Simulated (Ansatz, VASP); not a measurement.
Zn3SnO3: VASP beside Ansatz

POSCAR

```
Zn3SnO3
1.0
    3.3702094591      0.0000000000      0.0000000000
   -1.6851047296      2.9186870077      0.0000000000
    0.0000000000      0.0000000000     11.0723627386
Zn Sn O
3 1 3
Direct
    0.6666666667      0.3333333333      0.7870046989
    0.3333333333      0.6666666667      0.0000000000
    0.6666666667      0.3333333333      0.2129953011
    0.0000000000      0.0000000000      0.5000000000
    0.3333333333      0.6666666667      0.7857161696
    0.6666666667      0.3333333333      0.0000000000
    0.3333333333      0.6666666667      0.2142838304
```

The input INCAR.step1:

```
SYSTEM = Zn3SnO3
ALGO = Normal
EDIFF = 1E-5
ENCUT = 660
GGA = PE
GGA_COMPAT = .False.
ISMEAR = 0
LASPH = .True.
LCHARG = .False.
LREAL = .False.
LWAVE = .True.
NBANDS = 43
NELM = 120
PREC = Accurate
SIGMA = 0.1
```

File INCAR.step2:

```
SYSTEM = Zn3SnO3
ALGO = Normal
EDIFF = 1E-6
ENCUT = 660
GGA_COMPAT = .False.
ISIF = 2
ISMEAR = 0
ISTART = 1
LASPH = .True.
LCHARG = .True.
LELF = .True.
LMIXTAU = .True.
LREAL = .False.
LVHAR = .True.
LWAVE = .False.
METAGGA = R2SCAN
NBANDS = 43
NELM = 120
PREC = Accurate
SIGMA = 0.1
```

KPOINTS

```
k-points
0
Gamma
  12 12 4
  0 0 0
```

Input for Ansatz:

```yaml
crystal:
  lattice:
    - [3.3702094591, 0.0, 0.0]
    - [-1.6851047296, 2.9186870077, 0.0]
    - [0.0, 0.0, 11.0723627386]
  atoms:
    - { symbol: Zn, position: [0.6666666667, 0.3333333333, 0.7870046989] }
    - { symbol: Zn, position: [0.3333333333, 0.6666666667, 0.0] }
    - { symbol: Zn, position: [0.6666666667, 0.3333333333, 0.2129953011] }
    - { symbol: Sn, position: [0.0, 0.0, 0.5] }
    - { symbol: O, position: [0.3333333333, 0.6666666667, 0.7857161696] }
    - { symbol: O, position: [0.6666666667, 0.3333333333, 0.0] }
    - { symbol: O, position: [0.3333333333, 0.6666666667, 0.2142838304] }
basis:
  ecutwfc: 500
kpoints:
  mp_grid: { grid: [12, 12, 4] }
hamiltonian:
  xc: r2scan
scf:
  occupations: { method: gaussian, width: 0.1 }
output:
  forces: true
  stress: true
  eigenvalues: true
```

Alike in both runs: task single point; functional r2SCAN; k mesh 12 × 12 × 4; occupations gaussian, width 0.1 eV; no spin polarisation.

|  | VASP | Ansatz |
| --- | --- | --- |
| version | VASP 6.6.1 | Ansatz 0.2.0 |
| potentials or method | VASP PAW PBE potentials, release 64 (Zn, Sn_d, O), cutoff 660 eV | scalar-relativistic, plane waves, PAW |
| valence electrons in the cell | 68 | 68 |

|  | VASP | Ansatz | Ansatz less VASP |
| --- | --- | --- | --- |
| gap on the k mesh at the Fermi level (eV) | none | none | - |
| pressure (GPa) | -3.7 | -4.1 | -0.37 |
| traceless stress, the component that is largest in VASP (GPa) | 0.99 | 1.36 | +0.362 |
| rms of the force components (eV/Å) | 0.060 | 0.069 | +0.0089 |

VASP's potentials were made for PBE, not for r2SCAN. Atom by atom the forces differ by 0.009 eV/Å (rms over components). A gap of «none» marks a metal or a gap that the smearing closes. The functional is the same, so the differences come from potentials, cutoffs and numerics.
